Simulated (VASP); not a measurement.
# AlH2 (Cmmm) in VASP: notebook

AlH2 is run at these levels: PBE; tasks: single point, relaxation of cell and atoms.

Everything below comes from runs of VASP 6.6.1. Logs are shortened: lines on timing, memory, paths and dates and some standing lists are left out, and cuts for length are marked.

## Step 1: The cell of the first run

The structure is orthorhombic, space group Cmmm (No. 65). The conventional cell has a = 4.235 Å, b = 4.666 Å, c = 3.075 Å, α = 90.00°, β = 90.00°, γ = 90.00°. Within 2.9 Å of Al (site symmetry mmm) lie 8 H at 2.20 Å. H (site symmetry 2/m) has 4 H at 2.12 to 2.33 Å and 4 Al at 2.20 Å within 2.8 Å.

The cell was generated, and may not be a known phase.

## Step 2: Single point, PBE

File INCAR:

```
SYSTEM = AlH2
PREC = Accurate
ENCUT = 520
EDIFF = 1E-6
ISMEAR = 0
SIGMA = 0.1
LREAL = .False.
LASPH = .True.
NELM = 60
ALGO = Normal
ISIF = 2
LWAVE = .False.
LCHARG = .False.
GGA = PE
NBANDS = 10
```

File KPOINTS:

```
Automatic mesh
0
Gamma
  6 6 6
  0 0 0
```

File POSCAR:

```
AlH2
1.0
    2.1177087200     -2.3327764000      0.0000000000
    2.1177087200      2.3327764000      0.0000000000
    0.0000000000      0.0000000000      3.0754052800
Al H
1 2
Direct
    0.0000000000      0.0000000000      0.5000000000
    0.0000000000      0.5000000000      0.0000000000
    0.5000000000      0.0000000000      0.0000000000
```

Potentials or basis: VASP PAW PBE potentials, release 64 (Al, H).

Started as:

```bash
cat potpaw_PBE.64/Al/POTCAR potpaw_PBE.64/H/POTCAR > POTCAR
mpirun -np 1 vasp_std > vasp.out
```

OUTCAR:

```text
SYSTEM = AlH2
   PREC = Accurate
   ENCUT = 520
   EDIFF = 1E-6
   ISMEAR = 0
   LREAL = .False.
   LASPH = .True.
   NELM = 60
   ISIF = 2
   GGA = PE

 ion  position               nearest neighbor table
   1  0.000  0.000  0.500-
   2  0.000  0.500  0.000-
   3  0.500  0.000  0.000-

  LATTYP: Found a base centered orthorhombic cell.
 ALAT       =     4.2354174400
 B/A-ratio  =     1.1015567807
 C/A-ratio  =     0.7261162149

  Lattice vectors:

 A1 = (   2.1177087200,  -2.3327764000,   0.0000000000)
 A2 = (   2.1177087200,   2.3327764000,   0.0000000000)
 A3 = (   0.0000000000,   0.0000000000,   3.0754052800)

Analysis of symmetry for initial positions (statically):
=====================================================================
 Subroutine PRICEL returns:
 Original cell was already a primitive cell.

 Routine SETGRP: Setting up the symmetry group for a
 base centered orthorhombic supercell.

 Subroutine GETGRP returns: Found  8 space group operations
 (whereof  8 operations were pure point group operations)
 out of a pool of  8 trial point group operations.

The static configuration has the point symmetry D_2h.

Analysis of symmetry for dynamics (positions and initial velocities):
=====================================================================
 Subroutine PRICEL returns:
 Original cell was already a primitive cell.

 Routine SETGRP: Setting up the symmetry group for a
 base centered orthorhombic supercell.

 Subroutine GETGRP returns: Found  8 space group operations
 (whereof  8 operations were pure point group operations)
 out of a pool of  8 trial point group operations.

The dynamic configuration has the point symmetry D_2h.

 Subroutine INISYM returns: Found  8 space group operations
 (whereof  8 operations are pure point group operations),
 and found     1 'primitive' translations

----------------------------------------------------------------------------------------

                                     Primitive cell

  volume of cell :      30.3859

  direct lattice vectors                    reciprocal lattice vectors
     2.117708720 -2.332776400  0.000000000     0.236104236 -0.214336873  0.000000000
     2.117708720  2.332776400  0.000000000     0.236104236  0.214336873  0.000000000
     0.000000000  0.000000000  3.075405280     0.000000000  0.000000000  0.325160396

  length of vectors
     3.150640563  3.150640563  3.075405280     0.318881648  0.318881648  0.325160396
[... 89 lines left out ...]
   ISIF   =      2    stress and relaxation
   ISYM   =      2    0-nonsym 1-usesym 2-fastsym
   POTIM  = 0.5000    time-step for ionic-motion
   TEBEG  =    0.0;   TEEND  =   0.0 temperature during run
   PSTRESS=    0.0 pullay stress
   NELECT =       5.0000    total number of electrons
   NUPDOWN=      -1.0000    fix difference up-down
   EMIN   =  10.00;   EMAX   =-10.00  energy-range for DOS
   EFERMI =   0.00;   METHOD = LEGACY
   ISMEAR =     0;   SIGMA  =   0.10  broadening in eV -4-tet -1-fermi 0-gaus
   EFERMI_NEDOS =   21; number of points for ismear=-14 and -15
   IALGO  =     38    algorithm
   IMIX   =      4    mixing-type and parameters
     AMIX     =   0.40;   BMIX     =  1.00
     AMIX_MAG =   1.60;   BMIX_MAG =  1.00
  volume/ion in A,a.u.               =      10.13        68.35
  Fermi-wavevector in a.u.,A,eV,Ry     =   0.897100  1.695273 10.949815  0.804789
  Thomas-Fermi vector in A             =   2.019642
   LORBIT       =      0    0 simple, 1 ext, 2 COOP (PROOUT), +10 PAW based schemes
   GGA     = PE    functional components
   LHFCALC =     F    Hartree Fock is set to
   AEXX    =    0.0000 exact exchange contribution
   IVDW    =     0    specifies the selected vdW correction
   LEPSILON=     F    determine dielectric tensor
   LRPA    =     F    only Hartree local field effects (RPA)
 non-spin polarized calculation
 Gauss-broadening in eV      SIGMA  =   0.10
  energy-cutoff  :      520.00
  volume of cell :       30.39
 maximum number of plane-waves:       836
   NGX = 11   NGY = 11   NGZ = 11

 number of electron       5.0000000 magnetization

 Free energy of the ion-electron system (eV)
  ---------------------------------------------------
  ext. energy  EPLUGINS =         0.00000000
  ---------------------------------------------------
  free energy    TOTEN  =        -9.04709921 eV

  energy without entropy =       -9.04380269  energy(sigma->0) =       -9.04545095

 E-fermi :   3.7760     XC(G=0):  -9.1402

 val. band max:        3.7726559898   @ k =   0.0000   0.0000   0.0000
 cond. band min:       3.8143959502   @ k =   0.5000   0.1667   0.3333
 fundamental gap:      0.0417399604
 Fermi energy:         3.7760065949

 k-point     1 :       0.0000    0.0000    0.0000
  band No.  band energies     occupation
      1      -6.6442      2.00000
      2       3.7727      1.03779
      3       8.0068      0.00000
      4       8.7834      0.00000
      5       8.9774      0.00000
      6       9.2652      0.00000
      7      11.8670      0.00000
      8      18.0743      0.00000
      9      19.4551      0.00000
     10      21.7914      0.00000
[... 287 lines left out ...]
 k-point    24 :       0.5000    0.3333    0.1667
  band No.  band energies     occupation
      1      -2.0463      2.00000
      2      -0.8670      2.00000
      3       3.1775      2.00000
      4       7.1893      0.00000
      5       8.4133      0.00000
      6       9.6228      0.00000
      7      12.6760      0.00000
      8      17.5805      0.00000
      9      18.2184      0.00000
     10      19.1926      0.00000

 [... further k-points ...]

------------------------ aborting loop because EDIFF is reached ----------------------------------------

  FORCE on cell =-STRESS in cart. coord.  units (eV):
  Direction    XX          YY          ZZ          XY          YZ          ZX
  --------------------------------------------------------------------------------------
  -------------------------------------------------------------------------------------
  Total       -0.5154883     -1.9276928     -4.7812260      0.0000000      0.0000000      0.0000000
  in kB      -27.1805173   -101.6428215   -252.1030875      0.0000000      0.0000000      0.0000000
  external PRESSURE =    -126.9754754 kB  Pullay stress =       0.0000000 kB

 VOLUME and BASIS-vectors are now :
 -----------------------------------------------------------------------------
  energy-cutoff  :      520.00
  volume of cell :       30.39
      direct lattice vectors                 reciprocal lattice vectors
     2.117708720 -2.332776400  0.000000000     0.236104236 -0.214336873  0.000000000
     2.117708720  2.332776400  0.000000000     0.236104236  0.214336873  0.000000000
     0.000000000  0.000000000  3.075405280     0.000000000  0.000000000  0.325160396

 POSITION                                       TOTAL-FORCE (eV/Angst)
 -----------------------------------------------------------------------------------
      0.00000      0.00000      1.53770         0.000000      0.000000      0.000000
      1.05885      1.16639      0.00000         0.000000      0.000000      0.000000
      1.05885     -1.16639      0.00000        -0.000000     -0.000000      0.000000
 -----------------------------------------------------------------------------------
    total drift:                                0.000000     -0.000000     -0.000000

  FREE ENERGIE OF THE ION-ELECTRON SYSTEM (eV)
  ---------------------------------------------------
  free  energy   TOTEN  =        -9.0470992119 eV

  energy  without entropy=       -9.0438026864  energy(sigma->0) =       -9.04545095
```

stdout:

```text
POSCAR found type information on POSCAR AlH
 POSCAR found :  2 types and       3 ions
 scaLAPACK will be used
 LDA part: xc-table for (Slater+PW92), standard interpolation
 POSCAR, INCAR and KPOINTS ok, starting setup
 FFT: planning ... GRIDC
 FFT: planning ... GRID_SOFT
 FFT: planning ... GRID
 WAVECAR not read
 entering main loop
```

Wall time 6.7 s (1 thread of AMD EPYC 9R45 (Zen 5), shared host); peak memory 0.11 GiB.

What came out:

```
Free energy            : -9.0471 eV
Pressure               : -12.7 GPa
Band gap on the k mesh : zero (an odd number of electrons rules out a gap without spin polarisation)
```

Stress tensor (GPa, compression positive):
```
 -2.72   0.00   0.00
  0.00 -10.16   0.00
  0.00   0.00 -25.21
```

Levels at points of the mesh, in eV from the Fermi level:
```tsv
k point	band 1	band 2	band 3	band 4	band 5	band 6
(0.00, 0.00, 0.00)	-10.42	0.00	4.23	5.01	5.20	5.49
(0.50, 0.00, 0.00)	-7.54	-6.16	5.34	6.19	7.58	7.74
(0.50, 0.50, 0.00)	-5.39	-4.13	-2.92	1.86	8.50	9.35
(0.00, 0.00, 0.50)	-7.61	-5.22	1.59	7.82	7.87	8.23
(0.50, 0.00, 0.50)	-4.88	-3.63	-2.18	-0.91	7.70	9.62
(0.50, 0.50, 0.50)	-3.22	-1.97	0.24	0.53	1.60	1.69
```

Caveat: the stress differs along the axes, from -25 to -3 GPa.

## Step 3: Relaxation of cell and atoms, PBE

File INCAR:

```
SYSTEM = AlH2
  PREC = Accurate
  ENCUT = 600
  EDIFF = 1E-6
  ISMEAR = 0
  SIGMA = 0.1
  LREAL = .FALSE.
  LASPH = .TRUE.
  NELM = 80
  ALGO = Normal
  ISIF = 3
  LWAVE = .FALSE.
  LCHARG = .FALSE.
  GGA = PE
  IBRION = 2
  NSW = 90
  EDIFFG = -0.04
```

File KPOINTS:

```
regular mesh
0
G
  6 6 6
  0 0 0
```

POSCAR is that of step 2.

Potentials or basis: VASP PAW PBE potentials, release 64 (Al, H).

Started as:

```bash
cat potpaw_PBE.64/Al/POTCAR potpaw_PBE.64/H/POTCAR > POTCAR
mpirun -np 1 vasp_std > vasp.out
```

OUTCAR:

```text
SYSTEM = AlH2
   PREC = Accurate
   ENCUT = 600
   EDIFF = 1E-6
   ISMEAR = 0
   LREAL = .FALSE.
   LASPH = .TRUE.
   NELM = 80
   ISIF = 3
   GGA = PE
   IBRION = 2
   NSW = 90
   EDIFFG = -0.04

 ion  position               nearest neighbor table
   1  0.000  0.000  0.500-
   2  0.000  0.500  0.000-
   3  0.500  0.000  0.000-

  LATTYP: Found a base centered orthorhombic cell.
 ALAT       =     4.2354174400
 B/A-ratio  =     1.1015567807
 C/A-ratio  =     0.7261162149

  Lattice vectors:

 A1 = (   2.1177087200,  -2.3327764000,   0.0000000000)
 A2 = (   2.1177087200,   2.3327764000,   0.0000000000)
 A3 = (   0.0000000000,   0.0000000000,   3.0754052800)

Analysis of symmetry for initial positions (statically):
[... 507 lines left out ...]
  free  energy   TOTEN  =        -9.4637302466 eV

  energy  without entropy=       -9.4610985703  energy(sigma->0) =       -9.46241441

[... ionic steps 4 to 7 ...]

--------------------------------------- Ionic step        8  -------------------------------------------

 number of electron       4.9999999 magnetization

------------------------ aborting loop because EDIFF is reached ----------------------------------------
[... 69 lines left out ...]
--------------------------------------- Ionic step       10  -------------------------------------------

 number of electron       4.9999999 magnetization

 Free energy of the ion-electron system (eV)
  ---------------------------------------------------
  ext. energy  EPLUGINS =         0.00000000
  ---------------------------------------------------
  free energy    TOTEN  =        -9.49097991 eV

  energy without entropy =       -9.48935260  energy(sigma->0) =       -9.49016626

 E-fermi :   5.9084     XC(G=0):  -9.8701

 val. band max:        5.8905516909   @ k =   0.1667   0.0000   0.5000
 cond. band min:       6.0807518844   @ k =   0.5000   0.3333   0.3333
 fundamental gap:      0.1902001935
 Fermi energy:         5.9084144597

 k-point     1 :       0.0000    0.0000    0.0000
  band No.  band energies     occupation
      1      -6.5634      2.00000
      2       4.7452      2.00000
      3      10.6226      0.00000
      4      10.6229      0.00000
      5      11.8721      0.00000
      6      13.9328      0.00000
[... 237 lines left out ...]
  FREE ENERGIE OF THE ION-ELECTRON SYSTEM (eV)
  ---------------------------------------------------
  free  energy   TOTEN  =        -9.4909799128 eV

  energy  without entropy=       -9.4893525974  energy(sigma->0) =       -9.49016626

 reached required accuracy - stopping structural energy minimisation
```

CONTCAR:

```text
AlH2
   1.00000000000000
     2.1179869647258678   -2.1180223001996130    0.0000000000000000
     2.1179869647258678    2.1180223001996130    0.0000000000000000
     0.0000000000000000    0.0000000000000000    2.7102667502997098
  Al              H
     1     2
Direct
     0.0000000000000000    0.0000000000000000    0.5000000000000000
     0.0000000000000000    0.5000000000000000    0.0000000000000000
     0.5000000000000000    1.0000000000000000    0.0000000000000000

  0.00000000E+00  0.00000000E+00  0.00000000E+00
  0.00000000E+00  0.00000000E+00  0.00000000E+00
  0.00000000E+00  0.00000000E+00  0.00000000E+00
```

It took 30 s on 1 thread of AMD EPYC 9R45 (Zen 5), shared host; peak memory 0.13 GiB.

What came out:

```
Free energy                           : -9.4910 eV
Relaxed volume                        : 8.11 Å³/atom
Relaxed cell                          : a = 2.995 Å, b = 2.995 Å, c = 2.710 Å, α = 90.00°, β = 90.00°, γ = 90.00°
Space group after relaxing (to 0.1 Å) : P4/mmm (No. 123)
Energy gained by relaxing             : 147.8 meV/atom
Ionic steps                           : 10
Pressure after relaxing               : -0.1 GPa
Band gap on the k mesh                : zero (an odd number of electrons rules out a gap without spin polarisation)
```

Step by step:
```
step  energy change (eV)  largest force (eV/Å)  pressure (GPa)  volume (Å³)
   1              0.0000                0.0000          -12.62        30.39
   2             -0.3436                0.0000           -7.61        26.97
   3             -0.4161                0.0000           -2.83        25.30
   4             -0.4178                0.0000           -1.66        24.96
   5             -0.4374                0.0000           -0.40        24.42
   6             -0.4405                0.0000            0.35        24.14
   7             -0.4406                0.0000            0.41        24.11
   8             -0.4421                0.0000            0.34        24.16
   9             -0.4431                0.0000            0.17        24.25
  10             -0.4433                0.0000           -0.13        24.32
```

Final structure:
```
Al H
1.0
     2.11799   -2.11802    0.00000
     2.11799    2.11802    0.00000
     0.00000    0.00000    2.71027
Al H
1 2
Cartesian
  0.0000 0.0000 1.3551
  1.0590 1.0590 0.0000
  3.1770 1.0590 0.0000
```

Levels at points of the mesh, in eV from the Fermi level:
| k point | band 1 | band 2 | band 3 | band 4 | band 5 | band 6 |
| --- | --- | --- | --- | --- | --- | --- |
| (0.00, 0.00, 0.00) | -12.47 | -1.16 | 4.71 | 4.71 | 5.96 | 8.02 |
| (0.50, 0.00, 0.00) | -9.25 | -7.91 | 5.95 | 7.20 | 8.18 | 9.91 |
| (0.50, 0.50, 0.00) | -6.35 | -6.35 | -3.72 | 0.62 | 11.93 | 11.93 |
| (0.00, 0.00, 0.50) | -9.07 | -5.39 | 1.27 | 7.95 | 9.25 | 9.25 |
| (0.50, 0.00, 0.50) | -6.09 | -4.70 | -1.76 | -1.10 | 8.26 | 11.15 |
| (0.50, 0.50, 0.50) | -3.58 | -3.57 | -0.50 | 1.20 | 1.20 | 3.50 |

Caveat: the volume moved by over 15 % at a fixed basis, so the end points are rough.

The gap in the log of VASP goes by the Fermi energy; the results here count the filled bands.